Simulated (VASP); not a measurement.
# K2Ge (P6/mmm) in VASP: a series of runs

The runs below take K2Ge through single point, with PBE.

All numbers are computed with VASP 6.6.1; they aren't measurements. Logs are shortened: lines on timing, memory, paths and dates and some standing lists are left out, and cuts for length are marked.

**1. The cell of the first run**

The structure is hexagonal, space group P6/mmm (No. 191). Conventional cell: a = 5.837 Å, b = 5.837 Å, c = 3.423 Å, α = 90.00°, β = 90.00°, γ = 120.00°. Within 4.4 Å of K (site symmetry -6m2) lie 5 K at 3.37 to 3.42 Å and 6 Ge at 3.78 Å. Ge (site symmetry 6/mmm) has 2 Ge at 3.42 Å and 12 K at 3.78 Å within 4.5 Å.

The cell was generated, and may not be a known phase.

**2. Single point, PBE**

Contents of INCAR:

```
ALGO     = Fast           # electronic algorithm
EDIFF    = 1E-7           # SCF threshold, eV
ENCUT    = 520            # plane-wave cutoff, eV
GGA      = PE             # functional
ISIF     = 2              # what is computed and relaxed
ISMEAR   = 0              # smearing method
LASPH    = T              # aspherical terms in the spheres
LCHARG   = F              # write CHGCAR
LREAL    = F              # projectors in reciprocal space
LWAVE    = F              # write WAVECAR
NBANDS   = 23             # bands
NELM     = 80             # most SCF steps
PREC     = Accurate       # precision mode
SIGMA    = 0.1            # smearing width, eV
```

Contents of KPOINTS:

```
k-points
0
Gamma
  12 12 10
```

Contents of POSCAR:

```
K2Ge
1.0
    5.8372108739      0.0000000036      0.0000000000
   -2.9186054401      5.0551729023      0.0000000000
    0.0000000000      0.0000000000      3.4233698881
K Ge
2 1
Direct
    0.6666666667      0.3333333333      0.5000000000
    0.3333333333      0.6666666667      0.5000000000
    0.0000000000      0.0000000000      0.0000000000
```

Potentials or basis: VASP PAW PBE potentials, release 64 (K_sv, Ge_d).

On the command line:

```bash
> cat potpaw_PBE.64/K_sv/POTCAR potpaw_PBE.64/Ge_d/POTCAR > POTCAR
> mpirun -np 1 vasp_std > vasp.out
```

OUTCAR:

```text
EDIFF = 1E-7
   ENCUT = 520
   GGA = PE
   ISIF = 2
   ISMEAR = 0
   LASPH = T
   LREAL = F
   NELM = 80
   PREC = Accurate

 ion  position               nearest neighbor table
   1  0.667  0.333  0.500-   2 3.37   2 3.37   2 3.37
   2  0.333  0.667  0.500-   1 3.37   1 3.37   1 3.37
   3  0.000  0.000  0.000-

  LATTYP: Found a hexagonal cell.
 ALAT       =     5.8372108739
 C/A-ratio  =     0.5864735680

  Lattice vectors:

 A1 = (   5.8372108739,   0.0000000036,   0.0000000000)
 A2 = (  -2.9186054401,   5.0551729023,   0.0000000000)
 A3 = (   0.0000000000,   0.0000000000,   3.4233698881)

Analysis of symmetry for initial positions (statically):
=====================================================================
 Subroutine PRICEL returns:
 Original cell was already a primitive cell.

 Routine SETGRP: Setting up the symmetry group for a
 hexagonal supercell.

 Subroutine GETGRP returns: Found 24 space group operations
 (whereof 24 operations were pure point group operations)
 out of a pool of 24 trial point group operations.

The static configuration has the point symmetry D_6h.

Analysis of symmetry for dynamics (positions and initial velocities):
=====================================================================
 Subroutine PRICEL returns:
 Original cell was already a primitive cell.

 Routine SETGRP: Setting up the symmetry group for a
 hexagonal supercell.

 Subroutine GETGRP returns: Found 24 space group operations
 (whereof 24 operations were pure point group operations)
 out of a pool of 24 trial point group operations.

The dynamic configuration has the point symmetry D_6h.

 Subroutine INISYM returns: Found 24 space group operations
 (whereof 24 operations are pure point group operations),
 and found     1 'primitive' translations

----------------------------------------------------------------------------------------

                                     Primitive cell

  volume of cell :     101.0172

  direct lattice vectors                    reciprocal lattice vectors
     5.837210874  0.000000004  0.000000000     0.171314695  0.098908585  0.000000000
    -2.918605440  5.055172902  0.000000000    -0.000000000  0.197817170  0.000000000
     0.000000000  0.000000000  3.423369888     0.000000000  0.000000000  0.292109831

  length of vectors
     5.837210874  5.837210874  3.423369888     0.197817170  0.197817170  0.292109831

  position of ions in fractional coordinates (direct lattice)
     0.666666667  0.333333333  0.500000000
     0.333333333  0.666666667  0.500000000
     0.000000000  0.000000000  0.000000000

  ion indices of the primitive-cell ions
   primitive index   ion index
                 1           1
                 2           2
                 3           3

----------------------------------------------------------------------------------------

 KPOINTS: k-points

Automatic generation of k-mesh.
 Grid dimensions read from file:
 generate k-points for:   12   12   10

 Generating k-lattice:

  Cartesian coordinates                     Fractional coordinates (reciprocal lattice)
     0.014276225  0.008242382  0.000000000     0.083333333  0.000000000  0.000000000
    -0.000000000  0.016484764  0.000000000     0.000000000  0.083333333  0.000000000
     0.000000000  0.000000000  0.029210983     0.000000000  0.000000000  0.100000000

  Length of vectors
     0.016484764  0.016484764  0.029210983

  Shift w.r.t. Gamma in fractional coordinates (k-lattice)
     0.000000000  0.000000000  0.000000000

 Subroutine IBZKPT returns following result:
 ===========================================

 Found    114 irreducible k-points:

 Following reciprocal coordinates:
            Coordinates               Weight
  0.000000  0.000000  0.000000      1.000000
  0.083333 -0.000000  0.000000      6.000000
  0.166667  0.000000  0.000000      6.000000
  0.250000  0.000000  0.000000      6.000000
  0.333333  0.000000  0.000000      6.000000
  0.416667 -0.000000  0.000000      6.000000
[... 16 lines left out ...]
  0.250000  0.000000  0.100000     12.000000
  0.333333  0.000000  0.100000     12.000000
 [... further k-points ...]
   k-points           NKPTS =    114   k-points in BZ     NKDIM =    114   number of bands    NBANDS=     23
   number of dos      NEDOS =    301   number of ions     NIONS =      3
   total plane-waves  NPLWV =  64512
   dimension x,y,z NGX =    48 NGY =   48 NGZ =   28
   dimension x,y,z NGXF=    96 NGYF=   96 NGZF=   56
   ions per type =               2   1
   NGX,Y,Z   is equivalent  to a cutoff of  13.67, 13.67, 13.60 a.u.
   NGXF,Y,Z  is equivalent  to a cutoff of  27.34, 27.34, 27.19 a.u.
 SYSTEM =  unknown system
   PREC   = accura    normal or accurate (medium, high low for compatibility)
   ISTART =      0    job   : 0-new  1-cont  2-samecut
   ICHARG =      2    charge: 1-file 2-atom 10-const
   ISPIN  =      1    spin polarized calculation?
   LNONCOLLINEAR =      F non collinear calculations
   LSORBIT =      F    spin-orbit coupling
   LASPH  =      T    aspherical Exc in radial PAW
   ENCUT  =  520.0 eV  38.22 Ry    6.18 a.u.  10.85 10.85  6.37*2*pi/ulx,y,z
   NELM   =     80;   NELMIN=  2; NELMDL= -5     # of ELM steps
   EDIFF  = 0.1E-06   stopping-criterion for ELM
   LREAL  =      F    real-space projection
   EDIFFG = 0.1E-05   stopping-criterion for IOM
   NSW    =      0    number of steps for IOM
   IBRION =     -1    ionic relax: 0-MD 1-quasi-New 2-CG
   NFREE  =      0    steps in history (QN), initial steepest desc. (CG)
   ISIF   =      2    stress and relaxation
   ISYM   =      2    0-nonsym 1-usesym 2-fastsym
   POTIM  = 0.5000    time-step for ionic-motion
   TEBEG  =    0.0;   TEEND  =   0.0 temperature during run
   PSTRESS=    0.0 pullay stress
   NELECT =      32.0000    total number of electrons
   NUPDOWN=      -1.0000    fix difference up-down
   EMIN   =  10.00;   EMAX   =-10.00  energy-range for DOS
   EFERMI =   0.00;   METHOD = LEGACY
   ISMEAR =     0;   SIGMA  =   0.10  broadening in eV -4-tet -1-fermi 0-gaus
   EFERMI_NEDOS =   21; number of points for ismear=-14 and -15
   IALGO  =     68    algorithm
   IMIX   =      4    mixing-type and parameters
     AMIX     =   0.40;   BMIX     =  1.00
     AMIX_MAG =   1.60;   BMIX_MAG =  1.00
  volume/ion in A,a.u.               =      33.67       227.23
  Fermi-wavevector in a.u.,A,eV,Ry     =   1.115989  2.108913 16.945111  1.245431
  Thomas-Fermi vector in A             =   2.252598
   LORBIT       =      0    0 simple, 1 ext, 2 COOP (PROOUT), +10 PAW based schemes
   GGA     = PE    functional components
   LHFCALC =     F    Hartree Fock is set to
   AEXX    =    0.0000 exact exchange contribution
   IVDW    =     0    specifies the selected vdW correction
   LEPSILON=     F    determine dielectric tensor
   LRPA    =     F    only Hartree local field effects (RPA)
 non-spin polarized calculation
 RMM-DIIS sequential band-by-band and
 Gauss-broadening in eV      SIGMA  =   0.10
  energy-cutoff  :      520.00
  volume of cell :      101.02
 maximum number of plane-waves:      2749
 NGX is ok and might be reduce to    48
   NGX = 21   NGY = 21   NGZ = 13

 number of electron      31.9999995 magnetization

 Free energy of the ion-electron system (eV)
  ---------------------------------------------------
  ext. energy  EPLUGINS =         0.00000000
  ---------------------------------------------------
  free energy    TOTEN  =        -6.00013224 eV

  energy without entropy =       -5.97549496  energy(sigma->0) =       -5.98781360

 E-fermi :   1.6516     XC(G=0):  -8.0834

 val. band max:        1.6515564284   @ k =   0.2500   0.1667   0.3000
 cond. band min:       1.6524677232   @ k =   0.5000   0.0000   0.4000
 fundamental gap:      0.0009112948
 Fermi energy:         1.6516493891

 k-point     1 :       0.0000    0.0000    0.0000
  band No.  band energies     occupation
      1     -29.9341      2.00000
      2     -29.8216      2.00000
      3     -22.2432      2.00000
      4     -22.2095      2.00000
      5     -22.2095      2.00000
      6     -22.1549      2.00000
[... 15 lines left out ...]
     22       6.0118      0.00000
     23       8.6099      0.00000

 k-point     2 :       0.0833   -0.0000    0.0000
  band No.  band energies     occupation
      1     -29.9324      2.00000
      2     -29.8233      2.00000
      3     -22.2432      2.00000
      4     -22.2095      2.00000
      5     -22.2095      2.00000
      6     -22.1549      2.00000
[... 15 lines left out ...]
     22       6.0002      0.00000
     23       8.5257      0.00000

 k-point     3 :       0.1667    0.0000    0.0000
  band No.  band energies     occupation
      1     -29.9275      2.00000
      2     -29.8283      2.00000
      3     -22.2432      2.00000
      4     -22.2095      2.00000
      5     -22.2095      2.00000
      6     -22.1549      2.00000
[... 15 lines left out ...]
     22       5.9672      0.00000
     23       8.2244      0.00000

 k-point     4 :       0.2500    0.0000    0.0000
  band No.  band energies     occupation
      1     -29.9199      2.00000
      2     -29.8360      2.00000
      3     -22.2432      2.00000
      4     -22.2095      2.00000
      5     -22.2095      2.00000
      6     -22.1549      2.00000
[... 15 lines left out ...]
     22       6.0470      0.00000
     23       7.8594      0.00000

 k-point     5 :       0.3333    0.0000    0.0000
  band No.  band energies     occupation
      1     -29.9105      2.00000
      2     -29.8456      2.00000
      3     -22.2432      2.00000
      4     -22.2095      2.00000
      5     -22.2095      2.00000
      6     -22.1549      2.00000
[... 434 lines left out ...]
 k-point    22 :       0.1667    0.0000    0.1000
  band No.  band energies     occupation
      1     -29.9213      2.00000
      2     -29.8225      2.00000
      3     -22.2409      2.00000
      4     -22.2102      2.00000
      5     -22.2102      2.00000
      6     -22.1548      2.00000
[... 15 lines left out ...]
     22       6.4097      0.00000
     23       7.9305      0.00000

 k-point    23 :       0.2500    0.0000    0.1000
  band No.  band energies     occupation
      1     -29.9137      2.00000
      2     -29.8303      2.00000
      3     -22.2409      2.00000
      4     -22.2102      2.00000
      5     -22.2102      2.00000
      6     -22.1548      2.00000
[... 15 lines left out ...]
     22       6.4009      0.00000
     23       7.7278      0.00000

 k-point    24 :       0.3333    0.0000    0.1000
  band No.  band energies     occupation
      1     -29.9044      2.00000
      2     -29.8397      2.00000
      3     -22.2409      2.00000
      4     -22.2102      2.00000
      5     -22.2102      2.00000
      6     -22.1548      2.00000
[... 15 lines left out ...]
     22       6.4306      0.00000
     23       7.4682      0.00000

 [... further k-points ...]

------------------------ aborting loop because EDIFF is reached ----------------------------------------

  FORCE on cell =-STRESS in cart. coord.  units (eV):
  Direction    XX          YY          ZZ          XY          YZ          ZX
  --------------------------------------------------------------------------------------
  -------------------------------------------------------------------------------------
  Total       -0.0140237     -0.0140237     -0.0166751      0.0000000      0.0000000     -0.0000000
  in kB       -0.2224226     -0.2224226     -0.2644738      0.0000000      0.0000000     -0.0000000
  external PRESSURE =      -0.2364397 kB  Pullay stress =       0.0000000 kB

 VOLUME and BASIS-vectors are now :
 -----------------------------------------------------------------------------
  energy-cutoff  :      520.00
  volume of cell :      101.02
      direct lattice vectors                 reciprocal lattice vectors
     5.837210874  0.000000004  0.000000000     0.171314695  0.098908585  0.000000000
    -2.918605440  5.055172902  0.000000000    -0.000000000  0.197817170  0.000000000
     0.000000000  0.000000000  3.423369888     0.000000000  0.000000000  0.292109831

 POSITION                                       TOTAL-FORCE (eV/Angst)
 -----------------------------------------------------------------------------------
      2.91861      1.68506      1.71168        -0.000000     -0.000000      0.000000
     -0.00000      3.37012      1.71168         0.000000      0.000000     -0.000000
      0.00000      0.00000      0.00000        -0.000000     -0.000000      0.000000
 -----------------------------------------------------------------------------------
    total drift:                               -0.000000      0.000000     -0.000000

  FREE ENERGIE OF THE ION-ELECTRON SYSTEM (eV)
  ---------------------------------------------------
  free  energy   TOTEN  =        -6.0001322434 eV

  energy  without entropy=       -5.9754949581  energy(sigma->0) =       -5.98781360
```

Wall time 16 min (1 thread of Intel Xeon Platinum 8259CL at 2.50GHz (Skylake/Cascade Lake), shared host); peak memory 0.42 GiB.

Results:

```
Free energy            : -6.0001 eV
Pressure               : 0.0 GPa
Band gap on the k mesh : zero (bands 16 and 17 overlap by 0.92 eV)
```

**3. Single point, PBE**

This run uses another cell than the first one, of 33.11 Å³/atom.

Contents of INCAR:

```
SYSTEM = K2Ge
  PREC = Accurate
  ENCUT = 520
  EDIFF = 1E-6
  ISMEAR = 0
  SIGMA = 0.1
  LREAL = .False.
  LASPH = .True.
  NELM = 100
  ALGO = Fast
  ISIF = 2
  LWAVE = .False.
  LCHARG = .False.
  GGA = PE
  NBANDS = 23
```

Contents of KPOINTS:

```
Automatic mesh
0
Gamma
  12 12 14
  0 0 0
```

Contents of POSCAR:

```
K2Ge
1.0
    5.8476689728      0.0000000036      0.0000000000
   -2.9238344895      5.0642298815      0.0000000000
    0.0000000000      0.0000000000      3.3537193102
K Ge
2 1
Direct
    0.6666666667      0.3333333333      0.5000000000
    0.3333333333      0.6666666667      0.5000000000
    0.0000000000      0.0000000000      0.0000000000
```

Potentials or basis: VASP PAW PBE potentials, release 64 (K_sv, Ge_d).

On the command line:

```bash
> cat potpaw_PBE.64/K_sv/POTCAR potpaw_PBE.64/Ge_d/POTCAR > POTCAR
> mpirun -np 1 vasp_std > vasp.out
```

Run time: 16 min. Hardware: 1 thread of Intel Xeon Platinum 8259CL at 2.50GHz (Skylake/Cascade Lake), shared host; peak memory 0.48 GiB.

Results (log left out):

```
Free energy            : -6.0258 eV
Pressure               : 0.0 GPa
Band gap on the k mesh : zero (bands 16 and 17 overlap by 1.10 eV)
```

Levels at points of the mesh, in eV from the Fermi level:
```
           k point  band 14  band 15  band 16  band 17  band 18  band 19
(0.00, 0.00, 0.00)    -7.91    -0.81    -0.81     0.38     3.23     3.23
(0.50, 0.00, 0.00)    -7.73    -2.01    -0.73     1.20     3.40     3.68
(0.00, 0.00, 0.50)    -6.20    -2.00     0.73     0.73     2.30     2.30
(0.50, 0.00, 0.50)    -6.23    -1.68     0.03     0.08     2.73     2.83
```
